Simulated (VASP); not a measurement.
Set up this calculation in VASP 6.6.1, as the native input.

```
Task                   : single point
Functional             : PBE
Potentials or basis    : VASP PAW PBE potentials, release 64 (Si, C)
Cutoff                 : 520 eV
k mesh                 : 6 × 6 × 4
Occupations            : gaussian, width 0.01 eV
Spin                   : no spin polarisation
Dipole correction      : no
Further INCAR settings : ALGO = Normal; EDIFF = 1e-06; NBANDS = 16
```

The structure of SiC lies in POSCAR:

```
SiC
1.0
    3.0753562392      0.0000000000      0.0000000000
   -1.5376781196      2.6633366288      0.0000000000
    0.0000000000      0.0000000000      5.1995513337
Si C
2 2
Direct
    0.3333333333      0.6666666667      0.0006052766
    0.6666666667      0.3333333333      0.5006052766
    0.3333333333      0.6666666667      0.3743947234
    0.6666666667      0.3333333333      0.8743947234
```

This cell differs from its parent crystal: uniaxial z strain +3.0%.

The input as run:

INCAR

```
PREC = Accurate
ENCUT = 520
EDIFF = 1E-6
ISMEAR = 0
SIGMA = 0.01
LREAL = False
LASPH = True
NELM = 100
ALGO = Normal
ISIF = 2
LWAVE = False
LCHARG = False
GGA = PE
NBANDS = 16
```

KPOINTS

```
regular mesh
0
Gamma
  6 6 4
```

Potentials or basis: VASP PAW PBE potentials, release 64 (Si, C).

Run with:

```console
$ cat potpaw_PBE.64/Si/POTCAR potpaw_PBE.64/C/POTCAR > POTCAR
$ mpirun -np 1 vasp_std > vasp.out
```

Results of the run:

The pressure is -2.7 GPa. The largest force is 0.026 eV/Å. The band gap on the k mesh is 2.14 eV, indirect (least direct gap 4.15 eV).

Caveat: the cell differs from its parent crystal (uniaxial z strain +3.0%).

Run time: 5.2 s on 1 thread of Intel(R) Xeon(R) 6975P-C (Granite Rapids), on a shared host, peak memory 0.15 GiB.
